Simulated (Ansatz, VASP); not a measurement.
BN in VASP and in Ansatz

```
B N
1.0
     2.30596    0.00000    0.00000
    -1.15298    2.15498    0.00000
     0.00000    0.00000    6.49527
B N
2 2
Direct
  0.32421 0.64842 0.25000
  0.67579 0.35158 0.75000
  0.34931 0.69861 0.75000
  0.65069 0.30139 0.25000
```

Change from the starting cell: normal strain along x -0.0733, normal strain along z +0.0000.

Alike in both runs: functional LDA; k mesh 12 × 12 × 4; occupations gaussian, width 0.05 eV; no spin polarisation.

Ansatz relaxed the structure, and its values are those at the end. VASP's run is a single point on that final structure, the one shown.

|  | VASP | Ansatz |
| --- | --- | --- |
| version | VASP 6.6.1 | Ansatz 0.2.0 |
| potentials or method | VASP PAW LDA potentials, release 64 (B, N), cutoff 520 eV | scalar-relativistic, plane waves, PAW |
| valence electrons in the cell | 16 | 16 |

|  | VASP | Ansatz | Ansatz less VASP |
| --- | --- | --- | --- |
| gap on the k mesh at the Fermi level (eV) | 3.75 | 3.77 | +0.015 |
| least direct gap on the mesh (eV) | 4.69 | 4.71 | +0.015 |
| pressure (GPa) | 34.7 | 34.1 | -0.66 |
| rms of the force components (eV/Å) | 0.004 | 0.000 | -0.0039 |

Ansatz warns that its potentials were made for another functional, while VASP's fit it. LDA's correlation is that of Perdew and Zunger in VASP and of Perdew and Wang (1992) in Ansatz. Both programs put the cell under a high pressure, so it lies far from rest at this level. Ansatz's warnings: stress scf threshold loose.
